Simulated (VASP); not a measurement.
**AlP (f.blda): single point with LDA**

AlP (f.blda):

```xyz
2
Lattice="0.0000 2.7169 2.7169 2.7169 0.0000 2.7169 2.7169 2.7169 0.0000" Properties=species:S:1:pos:R:3 pbc="T T T"
Al    0.0000    0.0000    0.0000
P     1.3584    1.3584    1.3584
```

```yaml
Program: VASP 6.6.1
Task: single point
Functional: LDA
Potentials_or_basis: VASP PAW LDA potentials, release 64 (Al, P)
Cutoff: 500 eV
k_mesh: 10 × 10 × 10
Occupations: gaussian, width 0.02 eV
Spin: no spin polarisation
Dipole_correction: no
Further_INCAR_settings: ALGO = Normal; EDIFF = 1e-06; NBANDS = 11
```

```
Pressure               : 0.1 GPa
Band gap on the k mesh : 1.41 eV, indirect (least direct gap 3.24 eV)
```

Levels at points of the mesh, in eV from the valence-band top:
```csv
k point,band 2,band 3,band 4,band 5,band 6,band 7
"(0.00, 0.00, 0.00)",0.00,0.00,0.00,3.24,4.49,4.49
"(0.50, 0.00, 0.00)",-5.65,-0.78,-0.78,2.72,4.74,4.74
"(0.50, 0.50, 0.00)",-5.40,-2.15,-2.15,1.41,2.33,11.01
```

Wall time 17 s on 1 thread of Intel Xeon 6975P-C, with other jobs on the host, peak memory 0.14 GiB.

A k mesh can miss the band edges. A hybrid or GW would open this gap; LDA tends to underestimate it.
